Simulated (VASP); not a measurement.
Here is a VASP 6.6.1 calculation.

File INCAR:

```
ALGO = Normal ; EDIFF = 1E-6
ENCUT = 520 ; GGA = PE
ISIF = 2 ; ISMEAR = -1
LASPH = T ; LCHARG = F
LREAL = F ; LWAVE = F
NBANDS = 33 ; NELM = 100
PREC = Accurate ; SIGMA = 0.1
```

Contents of KPOINTS:

```
k-points
0
Gamma
  3 3 3
```

File POSCAR:

```
ZrBrN
1.0
    4.9922920000     -0.1195740000      0.8498000000
    0.6790880000      5.7006440000      1.1916060000
   -0.4413180000     -0.6880300000      4.4875750000
Br N Zr
2 2 2
Direct
    0.8429178621      0.0458643457      0.8941852050
    0.5948393919      0.4977700793      0.7834319586
    0.2148372708      0.3156611445      0.7813392698
    0.9657588027      0.1024236693      0.3839399922
    0.4696240031      0.9419024611      0.4273240889
    0.0605259694      0.5357830087      0.2939651779
```

Potentials or basis: VASP PAW PBE potentials, release 64 (Br, N, Zr_sv).

Launch:

```bash
$ cat potpaw_PBE.64/Br/POTCAR potpaw_PBE.64/N/POTCAR potpaw_PBE.64/Zr_sv/POTCAR > POTCAR
$ mpirun -np 1 vasp_std > vasp.out
```

(1) Estimate the largest force.

(2) Predict the band gap on the k mesh.

Results:

(1) 2.704 eV/Å.

(2) zero (band 24 reaches 5.09 eV, above the bottom of band 25 at 4.94 eV).

Caveat: the k points lie up to 0.46 Å⁻¹ apart.
